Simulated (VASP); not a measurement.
Here is a VASP 6.6.1 calculation.

The input INCAR:

```
SYSTEM = YSiNi4
PREC     = Accurate       ! precision mode
ENCUT    = 520            ! plane-wave cutoff, eV
EDIFF    = 1E-7           ! SCF threshold, eV
ISMEAR   = -1             ! smearing method
SIGMA    = 0.15           ! smearing width, eV
LREAL    = .FALSE.        ! projectors in reciprocal space
LASPH    = .TRUE.         ! aspherical terms in the spheres
NELM     = 80             ! most SCF steps
ALGO     = Fast           ! electronic algorithm
ISIF     = 2              ! what is computed and relaxed
LWAVE    = .FALSE.        ! write WAVECAR
LCHARG   = .TRUE.         ! write CHGCAR
GGA      = CA             ! functional
LELF     = .TRUE.         ! ELF
LVHAR    = .TRUE.       
NBANDS   = 36             ! bands
```

KPOINTS

```
regular mesh
0
G
  8 8 10
  0 0 0
```

File POSCAR:

```
YSiNi4
1.0
    2.4707766235     -4.0029540420      0.0000000000
    2.4707766235      4.0029540420      0.0000000000
    0.0000000000      0.0000000000      3.8666455171
Y Si Ni
1 1 4
Direct
    0.0000000000      0.0000000000      0.0000000000
    0.5000000000      0.5000000000      0.5000000000
    0.3402693384      0.6597306616      0.0000000000
    0.6597306616      0.3402693384      0.0000000000
    0.5000000000      0.0000000000      0.5000000000
    0.0000000000      0.5000000000      0.5000000000
```

Potentials or basis: VASP PAW LDA potentials, release 64 (Y_sv, Si, Ni).

The run is started by

```bash
$ cat potpaw_LDA.64/Y_sv/POTCAR potpaw_LDA.64/Si/POTCAR potpaw_LDA.64/Ni/POTCAR > POTCAR
$ mpirun -np 1 vasp_std > vasp.out
```

(1) What does it give for the pressure?

(2) What does it give for the largest force?

## Answers

(1) 0.2 GPa.

(2) 0.005 eV/Å.
